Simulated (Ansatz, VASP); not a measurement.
# SiC in VASP and in Ansatz

Contents of POSCAR:

```
SiC
1.0
    3.0759836412      0.0000000000      0.0000000000
   -1.5379918206      2.6638799749      0.0000000000
    0.0000000000      0.0000000000      5.0478375069
Si C
2 2
Direct
    0.3333333333      0.6666666667     -0.0376641861
    0.6666666667      0.3333333333      0.4623358139
    0.3333333333      0.6666666667      0.4126641861
    0.6666666667      0.3333333333      0.9126641861
```

Contents of INCAR.step1:

```
SYSTEM = SiC
PREC = Accurate
ENCUT = 520
ISMEAR = 0
SIGMA = 0.01
LREAL = .False.
LASPH = .True.
NELM = 100
NBANDS = 16
GGA = PE
ALGO = Normal
EDIFF = 1E-4
LWAVE = .True.
LCHARG = .False.
```

The input INCAR.step2:

```
SYSTEM = SiC
PREC = Accurate
ENCUT = 520
EDIFF = 1E-6
ISMEAR = 0
SIGMA = 0.01
LREAL = .False.
LASPH = .True.
NELM = 100
ALGO = Normal
ISIF = 2
LWAVE = .False.
LCHARG = .True.
METAGGA = R2SCAN
LMIXTAU = .True.
LELF = .True.
LVHAR = .True.
NBANDS = 16
ISTART = 1
```

KPOINTS

```
Automatic mesh
0
Gamma
  12 12 6
  0 0 0
```

Input for Ansatz:

```yaml
crystal:
  lattice:
    - [3.0759836412, 0.0, 0.0]
    - [-1.5379918206, 2.6638799749, 0.0]
    - [0.0, 0.0, 5.0478375069]
  atoms:
    - { symbol: Si, position: [0.3333333333, 0.6666666667, -0.0376641861] }
    - { symbol: Si, position: [0.6666666667, 0.3333333333, 0.4623358139] }
    - { symbol: C, position: [0.3333333333, 0.6666666667, 0.4126641861] }
    - { symbol: C, position: [0.6666666667, 0.3333333333, 0.9126641861] }
basis:
  ecutwfc: 500
  xc_grid: 2
kpoints:
  mp_grid: { grid: [12, 12, 6] }
hamiltonian:
  xc: r2scan
  pseudopotentials: { kind: paw, azcp: { folder: soft_1 } }
scf:
  occupations: { method: fixed }
output:
  forces: true
  stress: true
  eigenvalues: true
  polarization: {}
```

Change from the starting cell: polar distortion scaled by 0.40.

Alike in both runs: task single point; functional r2SCAN; k mesh 12 × 12 × 6; no spin polarisation.

|  | VASP | Ansatz |
| --- | --- | --- |
| version | VASP 6.6.1 | Ansatz 0.2.0 |
| potentials or method | VASP PAW PBE potentials, release 64 (Si, C), cutoff 520 eV | scalar-relativistic, plane waves, PAW |
| occupations | gaussian, width 0.01 eV | fixed |
| valence electrons in the cell | 16 | 16 |

```tsv
	VASP	Ansatz	Ansatz less VASP
gap on the k mesh at the Fermi level (eV)	1.38	1.38	0.000
least direct gap on the mesh (eV)	3.63	3.62	-0.006
pressure (GPa)	7.4	7.8	+0.35
traceless stress, the component that is largest in VASP (GPa)	-9.02	-9.32	-0.301
rms of the force components (eV/Å)	1.287	1.286	-0.0012
```

VASP's potentials were made for PBE, not for r2SCAN. Atom by atom the forces differ by 0.001 eV/Å (rms over components).
